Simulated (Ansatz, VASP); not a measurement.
# One calculation of Sb, two programs

```xyz
1
Lattice="-1.8713 1.8713 1.8713 1.8713 -1.8713 1.8713 1.8713 1.8713 -1.8713" Properties=species:S:1:pos:R:3 pbc="T T T"
Sb    0.0000    0.0000    0.0000
```

Alike in both runs: task relaxation of cell and atoms; functional RPBE; k mesh 10 × 10 × 10; occupations fermi-dirac, width 0.05 eV; no spin polarisation.

```csv
,VASP,Ansatz
version,VASP 6.6.1,Ansatz 0.2.0
potentials or method,"VASP PAW PBE potentials, release 64 (Sb)",Ansatz PAW
plane-wave cutoff (eV),600,420
valence electrons in the cell,5,15
```

Ansatz gave:

```
gap on the k mesh at the Fermi level, each at its own relaxed structure (eV) : none
relaxed volume (Å³/atom)                                                     : 28.13
relaxed cell length with the largest relative difference (Å)                 : 3.318
```

Which values does VASP return?

gap on the k mesh at the Fermi level, each at its own relaxed structure (eV): none; relaxed volume (Å³/atom): 28.03; relaxed cell length with the largest relative difference (Å): 3.314.

VASP's potentials were made for PBE, not for RPBE. A gap of «none» marks a metal or a gap that the smearing closes. VASP's potentials hold 5 valence electrons a cell and Ansatz's 15, so a difference there can come from the potentials and not from the codes.

Spin-orbit coupling is off throughout. Noted on Ansatz's run: the plane-wave basis is chosen anew once the cell has moved, so the energies of steps on either side of that aren't comparable.
